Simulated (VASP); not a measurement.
# WC (Fm-3m) in VASP: notebook

The runs below take WC through single point, relaxation of cell and atoms, with PBEsol.

Everything below comes from runs of VASP 6.6.1. Logs are shortened: lines on timing, memory, paths and dates and some standing lists are left out, and cuts for length are marked.

**1. The cell of the first run**

It takes space group Fm-3m (No. 225, cubic). The conventional cell has a = 4.348 Å, b = 4.348 Å, c = 4.348 Å, α = 90.00°, β = 90.00°, γ = 90.00°. Within 2.9 Å of W (site symmetry m-3m) lie 6 C at 2.17 Å. C (site symmetry m-3m) has 6 W at 2.17 Å within 2.9 Å.

**2. Single point, PBEsol**

INCAR reads:

```
SYSTEM = WC
PREC = Accurate ; ENCUT = 520
EDIFF = 1E-6 ; ISMEAR = 0
SIGMA = 0.1 ; LREAL = .False.
LASPH = .True. ; NELM = 60
ALGO = Normal ; ISIF = 2
LWAVE = .False. ; LCHARG = .False.
GGA = PS ; NBANDS = 16
```

KPOINTS reads:

```
Automatic mesh
0
Gamma
  8 8 8
  0 0 0
```

POSCAR reads:

```
WC
1.0
    0.0000000000      2.1737591718      2.1737591718
    2.1737591718      0.0000000000      2.1737591718
    2.1737591718      2.1737591718      0.0000000000
W C
1 1
Direct
    0.0000000000      0.0000000000      0.0000000000
    0.5000000000      0.5000000000      0.5000000000
```

Potentials or basis: VASP PAW PBE potentials, release 64 (W_sv, C).

The run is started by

```
cat potpaw_PBE.64/W_sv/POTCAR potpaw_PBE.64/C/POTCAR > POTCAR
mpirun -np 1 vasp_std > vasp.out
```

OUTCAR:

```text
SYSTEM = WC
   PREC = Accurate
   ENCUT = 520
   EDIFF = 1E-6
   ISMEAR = 0
   LREAL = .False.
   LASPH = .True.
   NELM = 60
   ISIF = 2
   GGA = PS

 ion  position               nearest neighbor table
   1  0.000  0.000  0.000-   2 2.17   2 2.17   2 2.17   2 2.17   2 2.17   2 2.17
   2  0.500  0.500  0.500-   1 2.17   1 2.17   1 2.17   1 2.17   1 2.17   1 2.17

  LATTYP: Found a face centered cubic cell.
 ALAT       =     4.3475183436

  Lattice vectors:

 A1 = (   0.0000000000,   2.1737591718,   2.1737591718)
 A2 = (   2.1737591718,   0.0000000000,   2.1737591718)
 A3 = (   2.1737591718,   2.1737591718,   0.0000000000)

Analysis of symmetry for initial positions (statically):
=====================================================================
 Subroutine PRICEL returns:
 Original cell was already a primitive cell.

 Routine SETGRP: Setting up the symmetry group for a
 face centered cubic supercell.

 Subroutine GETGRP returns: Found 48 space group operations
 (whereof 48 operations were pure point group operations)
 out of a pool of 48 trial point group operations.

The static configuration has the point symmetry O_h .

Analysis of symmetry for dynamics (positions and initial velocities):
=====================================================================
 Subroutine PRICEL returns:
 Original cell was already a primitive cell.

 Routine SETGRP: Setting up the symmetry group for a
 face centered cubic supercell.

 Subroutine GETGRP returns: Found 48 space group operations
 (whereof 48 operations were pure point group operations)
 out of a pool of 48 trial point group operations.

The dynamic configuration has the point symmetry O_h .

 Subroutine INISYM returns: Found 48 space group operations
 (whereof 48 operations are pure point group operations),
 and found     1 'primitive' translations

----------------------------------------------------------------------------------------

                                     Primitive cell

  volume of cell :      20.5430

  direct lattice vectors                    reciprocal lattice vectors
     0.000000000  2.173759172  2.173759172    -0.230016281  0.230016281  0.230016281
     2.173759172  0.000000000  2.173759172     0.230016281 -0.230016281  0.230016281
     2.173759172  2.173759172  0.000000000     0.230016281  0.230016281 -0.230016281

  length of vectors
     3.074159702  3.074159702  3.074159702     0.398399885  0.398399885  0.398399885

  position of ions in fractional coordinates (direct lattice)
     0.000000000  0.000000000  0.000000000
     0.500000000  0.500000000  0.500000000

  ion indices of the primitive-cell ions
   primitive index   ion index
                 1           1
                 2           2

----------------------------------------------------------------------------------------

 KPOINTS: Automatic mesh

Automatic generation of k-mesh.
 Grid dimensions read from file:
 generate k-points for:    8    8    8

 Generating k-lattice:

  Cartesian coordinates                     Fractional coordinates (reciprocal lattice)
    -0.028752035  0.028752035  0.028752035     0.125000000  0.000000000  0.000000000
     0.028752035 -0.028752035  0.028752035     0.000000000  0.125000000  0.000000000
     0.028752035  0.028752035 -0.028752035     0.000000000  0.000000000  0.125000000

  Length of vectors
     0.049799986  0.049799986  0.049799986

  Shift w.r.t. Gamma in fractional coordinates (k-lattice)
     0.000000000  0.000000000  0.000000000

 Subroutine IBZKPT returns following result:
 ===========================================

 Found     29 irreducible k-points:

 Following reciprocal coordinates:
            Coordinates               Weight
  0.000000  0.000000  0.000000      1.000000
  0.125000  0.000000  0.000000      8.000000
  0.250000  0.000000  0.000000      8.000000
  0.375000  0.000000  0.000000      8.000000
  0.500000  0.000000  0.000000      4.000000
  0.125000  0.125000  0.000000      6.000000
[... 16 lines left out ...]
  0.500000  0.250000  0.125000     48.000000
 -0.375000  0.250000  0.125000     24.000000
 [... further k-points ...]
   k-points           NKPTS =     29   k-points in BZ     NKDIM =     29   number of bands    NBANDS=     16
   number of dos      NEDOS =    301   number of ions     NIONS =      2
   total plane-waves  NPLWV =  13824
   dimension x,y,z NGX =    24 NGY =   24 NGZ =   24
   dimension x,y,z NGXF=    48 NGYF=   48 NGZF=   48
   ions per type =               1   1
   NGX,Y,Z   is equivalent  to a cutoff of  12.98, 12.98, 12.98 a.u.
   NGXF,Y,Z  is equivalent  to a cutoff of  25.96, 25.96, 25.96 a.u.
 SYSTEM =  WC
   PREC   = accura    normal or accurate (medium, high low for compatibility)
   ISTART =      0    job   : 0-new  1-cont  2-samecut
   ICHARG =      2    charge: 1-file 2-atom 10-const
   ISPIN  =      1    spin polarized calculation?
   LNONCOLLINEAR =      F non collinear calculations
   LSORBIT =      F    spin-orbit coupling
   LASPH  =      T    aspherical Exc in radial PAW
   ENCUT  =  520.0 eV  38.22 Ry    6.18 a.u.   5.72  5.72  5.72*2*pi/ulx,y,z
   NELM   =     60;   NELMIN=  2; NELMDL= -5     # of ELM steps
   EDIFF  = 0.1E-05   stopping-criterion for ELM
   LREAL  =      F    real-space projection
   EDIFFG = 0.1E-04   stopping-criterion for IOM
   NSW    =      0    number of steps for IOM
   IBRION =     -1    ionic relax: 0-MD 1-quasi-New 2-CG
   NFREE  =      0    steps in history (QN), initial steepest desc. (CG)
   ISIF   =      2    stress and relaxation
   ISYM   =      2    0-nonsym 1-usesym 2-fastsym
   POTIM  = 0.5000    time-step for ionic-motion
   TEBEG  =    0.0;   TEEND  =   0.0 temperature during run
   PSTRESS=    0.0 pullay stress
   NELECT =      18.0000    total number of electrons
   NUPDOWN=      -1.0000    fix difference up-down
   EMIN   =  10.00;   EMAX   =-10.00  energy-range for DOS
   EFERMI =   0.00;   METHOD = LEGACY
   ISMEAR =     0;   SIGMA  =   0.10  broadening in eV -4-tet -1-fermi 0-gaus
   EFERMI_NEDOS =   21; number of points for ismear=-14 and -15
   IALGO  =     38    algorithm
   IMIX   =      4    mixing-type and parameters
     AMIX     =   0.40;   BMIX     =  1.00
     AMIX_MAG =   1.60;   BMIX_MAG =  1.00
  volume/ion in A,a.u.               =      10.27        69.32
  Fermi-wavevector in a.u.,A,eV,Ry     =   1.566550  2.960350 33.389767  2.454079
  Thomas-Fermi vector in A             =   2.668861
   LORBIT       =      0    0 simple, 1 ext, 2 COOP (PROOUT), +10 PAW based schemes
   GGA     = PS    functional components
   LHFCALC =     F    Hartree Fock is set to
   AEXX    =    0.0000 exact exchange contribution
   IVDW    =     0    specifies the selected vdW correction
   LEPSILON=     F    determine dielectric tensor
   LRPA    =     F    only Hartree local field effects (RPA)
 non-spin polarized calculation
 Gauss-broadening in eV      SIGMA  =   0.10
  energy-cutoff  :      520.00
  volume of cell :       20.54
 maximum number of plane-waves:       568
   NGX = 11   NGY = 11   NGZ = 11

 number of electron      18.0000000 magnetization

 Free energy of the ion-electron system (eV)
  ---------------------------------------------------
  ext. energy  EPLUGINS =         0.00000000
  ---------------------------------------------------
  free energy    TOTEN  =       -22.98524181 eV

  energy without entropy =      -22.97726945  energy(sigma->0) =      -22.98125563

 E-fermi :  12.7858     XC(G=0): -13.9869

 val. band max:       12.7269497573   @ k =   0.5000   0.1250   0.0000
 cond. band min:      12.8207129654   @ k =  -0.2500   0.3750   0.1250
 fundamental gap:      0.0937632081
 Fermi energy:        12.7858377467

 k-point     1 :       0.0000    0.0000    0.0000
  band No.  band energies     occupation
      1     -62.7028      2.00000
      2     -26.6971      2.00000
      3     -26.6971      2.00000
      4     -26.6971      2.00000
      5      -3.3565      2.00000
      6       9.7921      2.00000
[... 8 lines left out ...]
     15      22.2476      0.00000
     16      36.3654      0.00000

 k-point     2 :       0.1250    0.0000    0.0000
  band No.  band energies     occupation
      1     -62.6966      2.00000
      2     -26.7968      2.00000
      3     -26.7077      2.00000
      4     -26.7077      2.00000
      5      -2.9065      2.00000
      6       8.4810      2.00000
[... 8 lines left out ...]
     15      23.2688      0.00000
     16      32.8148      0.00000

 k-point     3 :       0.2500    0.0000    0.0000
  band No.  band energies     occupation
      1     -62.6817      2.00000
      2     -27.0310      2.00000
      3     -26.7331      2.00000
      4     -26.7331      2.00000
      5      -1.6797      2.00000
      6       6.3075      2.00000
[... 8 lines left out ...]
     15      25.0177      0.00000
     16      30.0031      0.00000

 k-point     4 :       0.3750    0.0000    0.0000
  band No.  band energies     occupation
      1     -62.6668      2.00000
      2     -27.2567      2.00000
      3     -26.7583      2.00000
      4     -26.7583      2.00000
      5       0.0150      2.00000
      6       4.1727      2.00000
[... 8 lines left out ...]
     15      26.1793      0.00000
     16      26.3176      0.00000
[... 324 lines left out ...]
 k-point    22 :       0.3750    0.2500    0.1250
  band No.  band energies     occupation
      1     -62.6705      2.00000
      2     -27.0793      2.00000
      3     -26.8570      2.00000
      4     -26.7708      2.00000
      5      -0.9888      2.00000
      6       5.1964      2.00000
[... 8 lines left out ...]
     15      25.8584      0.00000
     16      26.0932      0.00000

 k-point    23 :       0.5000    0.2500    0.1250
  band No.  band energies     occupation
      1     -62.6585      2.00000
      2     -27.2012      2.00000
      3     -26.9225      2.00000
      4     -26.8055      2.00000
      5       0.0463      2.00000
      6       4.3647      2.00000
[... 8 lines left out ...]
     15      24.7501      0.00000
     16      25.8723      0.00000

 k-point    24 :      -0.3750    0.2500    0.1250
  band No.  band energies     occupation
      1     -62.6535      2.00000
      2     -27.2541      2.00000
      3     -26.9404      2.00000
      4     -26.8258      2.00000
      5       0.5612      2.00000
      6       3.9300      2.00000
[... 8 lines left out ...]
     15      25.1051      0.00000
     16      26.2185      0.00000

 [... further k-points ...]
[... 5 lines left out ...]
  --------------------------------------------------------------------------------------
  -------------------------------------------------------------------------------------
  Total        0.1074560      0.1074560      0.1074560     -0.0000000     -0.0000000     -0.0000000
  in kB        8.3806364      8.3806364      8.3806364     -0.0000000     -0.0000000     -0.0000000
  external PRESSURE =       8.3806364 kB  Pullay stress =       0.0000000 kB

 VOLUME and BASIS-vectors are now :
 -----------------------------------------------------------------------------
  energy-cutoff  :      520.00
  volume of cell :       20.54
      direct lattice vectors                 reciprocal lattice vectors
     0.000000000  2.173759172  2.173759172    -0.230016281  0.230016281  0.230016281
     2.173759172  0.000000000  2.173759172     0.230016281 -0.230016281  0.230016281
     2.173759172  2.173759172  0.000000000     0.230016281  0.230016281 -0.230016281

 POSITION                                       TOTAL-FORCE (eV/Angst)
 -----------------------------------------------------------------------------------
      0.00000      0.00000      0.00000         0.000000      0.000000     -0.000000
      2.17376      2.17376      2.17376        -0.000000      0.000000      0.000000
 -----------------------------------------------------------------------------------
    total drift:                                0.000000     -0.000000     -0.000000

  FREE ENERGIE OF THE ION-ELECTRON SYSTEM (eV)
  ---------------------------------------------------
  free  energy   TOTEN  =       -22.9852418122 eV

  energy  without entropy=      -22.9772694518  energy(sigma->0) =      -22.98125563
```

Wall time 7.2 s (1 thread of Intel Xeon Platinum 8259CL at 2.50GHz (Skylake/Cascade Lake), shared host); peak memory 0.14 GiB.

Results:

- Free energy: -22.9852 eV
- Pressure: 0.8 GPa
- Band gap on the k mesh: zero (band 9 reaches 13.75 eV, above the bottom of band 10 at 10.51 eV)

Levels at points of the mesh, in eV from the Fermi level:
```
           k point  band 7  band 8  band 9  band 10  band 11  band 12
(0.00, 0.00, 0.00)   -2.99   -2.99   -1.21    -1.21    -1.21    -1.13
(0.50, 0.00, 0.00)   -6.90   -6.90    0.97     0.97     2.31     4.81
(0.50, 0.50, 0.00)   -5.78   -2.65   -2.65     0.76     2.25     2.25
```

Caveat: the PAW data sets were made with another functional, which shifts forces and pressure a little; spin-orbit coupling is left out, which moves the levels of the heavy elements.

**3. Relaxation of cell and atoms, PBEsol**

This run uses another cell than the first one, of 10.54 Å³/atom, 1.026 times its volume.

INCAR reads:

```
PREC = Accurate
ENCUT = 600
EDIFF = 1E-6
ISMEAR = 0
SIGMA = 0.1
LREAL = F
LASPH = T
NELM = 100
ALGO = Normal
ISIF = 3
LWAVE = F
LCHARG = F
GGA = PS
IBRION = 2
NSW = 100
EDIFFG = -0.05
```

KPOINTS reads:

```
regular mesh
0
Gamma
  8 8 8
```

POSCAR reads:

```
WC
1.0
    0.0000000000      2.1926840000      2.1926840000
    2.1926840000      0.0000000000      2.1926840000
    2.1926840000      2.1926840000      0.0000000000
W C
1 1
Direct
    0.0000000000      0.0000000000      0.0000000000
    0.5000000000      0.5000000000      0.5000000000
```

Potentials or basis: VASP PAW PBE potentials, release 64 (W_sv, C).

The run is started by

```
cat potpaw_PBE.64/W_sv/POTCAR potpaw_PBE.64/C/POTCAR > POTCAR
mpirun -np 1 vasp_std > vasp.out
```

Wall time 28 s (1 thread of Intel Xeon Platinum 8259CL at 2.50GHz (Skylake/Cascade Lake), shared host); peak memory 0.17 GiB.

The run converged. Its results:

```
Free energy                            : -22.9867 eV
Relaxed volume                         : 10.30 Å³/atom
Relaxed cell                           : a = 3.077 Å, b = 3.077 Å, c = 3.077 Å, α = 60.00°, β = 60.00°, γ = 60.00°
Space group after relaxing (to 0.05 Å) : Fm-3m (No. 225)
Energy gained by relaxing              : 7.1 meV/atom
Ionic steps                            : 3
Pressure after relaxing                : -0.2 GPa
```

The path:
| step | energy change (eV) | largest force (eV/Å) | pressure (GPa) | volume (Å³) |
| --- | --- | --- | --- | --- |
| 1 | 0.0000 | 0.0000 | -8.88 | 21.08 |
| 2 | 0.0853 | 0.0000 | 27.37 | 19.35 |
| 3 | -0.0142 | 0.0000 | -0.19 | 20.59 |

Final structure:
```cif
data_structure
_symmetry_space_group_name_H-M 'P 1'
_symmetry_Int_Tables_number 1
_cell_length_a 3.0767
_cell_length_b 3.0767
_cell_length_c 3.0767
_cell_angle_alpha 60.000
_cell_angle_beta 60.000
_cell_angle_gamma 60.000
_cell_volume 20.59
loop_
_atom_site_label
_atom_site_type_symbol
_atom_site_fract_x
_atom_site_fract_y
_atom_site_fract_z
_atom_site_occupancy
W1 W 0.00000 0.00000 0.00000 1
C1 C 0.50000 0.50000 0.50000 1
```

Levels at points of the mesh, in eV from the Fermi level:
```csv
k point,band 6,band 7,band 8,band 9,band 10,band 11,band 12,band 13
"(0.00, 0.00, 0.00)",-2.98,-2.98,-2.98,-1.21,-1.21,-1.21,-1.13,-1.13
"(0.50, 0.00, 0.00)",-10.15,-6.88,-6.88,0.96,0.96,2.30,4.80,8.94
"(0.50, 0.50, 0.00)",-6.11,-5.78,-2.65,-2.65,0.76,2.24,2.24,5.52
```

Caveat: the bands computed are all filled at some k points, so no gap is given; the PAW data sets were made with another functional, which shifts forces and pressure a little; spin-orbit coupling is left out, which moves the levels of the heavy elements.

**4. Single point, PBEsol**

INCAR reads:

```
PREC = Accurate
ENCUT = 520
EDIFF = 1E-6
ISMEAR = 0
SIGMA = 0.15
LREAL = F
LASPH = T
NELM = 80
ALGO = Normal
ISIF = 2
LWAVE = F
LCHARG = F
GGA = PS
NBANDS = 16
```

KPOINTS reads:

```
regular mesh
0
Gamma
  14 14 14
```

POSCAR reads:

```
WC
1.0
    0.0000000000      2.1726853742      2.1726853742
    2.1726853742      0.0000000000      2.1726853742
    2.1726853742      2.1726853742      0.0000000000
W C
1 1
Direct
    0.0000000000      0.0000000000      0.0000000000
    0.5000000000      0.5000000000      0.5000000000
```

The run is started by

```
cat potpaw_PBE.64/W_sv/POTCAR potpaw_PBE.64/C/POTCAR > POTCAR
mpirun -np 1 vasp_std > vasp.out
```

It took 17 s on 1 thread of Intel Xeon Platinum 8259CL at 2.50GHz (Skylake/Cascade Lake), shared host; peak memory 0.16 GiB.

The run converged. Its results:

- Free energy: -22.9997 eV
- Pressure: 1.2 GPa
- Band gap on the k mesh: zero (band 9 reaches 13.78 eV, above the bottom of band 10 at 10.54 eV)

Levels at points of the mesh, in eV from the Fermi level:
| k point | band 5 | band 6 | band 7 | band 8 | band 9 | band 10 | band 11 | band 12 | band 13 | band 14 |
| --- | --- | --- | --- | --- | --- | --- | --- | --- | --- | --- |
| (0.00, 0.00, 0.00) | -16.00 | -2.85 | -2.85 | -2.85 | -1.06 | -1.06 | -1.06 | -0.98 | -0.98 | 6.87 |
| (0.50, 0.00, 0.00) | -11.16 | -10.03 | -6.75 | -6.75 | 1.12 | 1.12 | 2.47 | 4.97 | 9.14 | 9.14 |
| (0.50, 0.50, 0.00) | -13.74 | -5.99 | -5.63 | -2.50 | -2.50 | 0.92 | 2.41 | 2.41 | 5.71 | 7.68 |

Caveat: the PAW data sets were made with another functional, which shifts forces and pressure a little; spin-orbit coupling is left out, which moves the levels of the heavy elements.

**5. Overview**

```tsv
task	cell	k mesh	cutoff (eV)	smearing	gap on the mesh (eV)	pressure (GPa)
single point	a = 3.074 Å, angles 60.0°, 2 atoms	8 × 8 × 8	520	gaussian 0.1 eV	none	0.8
relaxation of cell and atoms	relaxed from a = 3.101 Å, angles 60.0°, 2 atoms	8 × 8 × 8	600	gaussian 0.1 eV	-	-0.2
single point	a = 3.073 Å, angles 60.0°, 2 atoms	14 × 14 × 14	520	gaussian 0.15 eV	none	1.2
```

Alike in all rows: level PBEsol; potentials or basis VASP PAW PBE potentials, release 64 (W_sv, C); no spin polarisation.

Caveats: the PAW data sets were made with another functional, which shifts forces and pressure a little; spin-orbit coupling is left out, which moves the levels of the heavy elements; the bands computed are all filled at some k points, so no gap is given (some runs).

Total energies depend on the potentials used, so only differences within one code and one set of settings carry meaning.
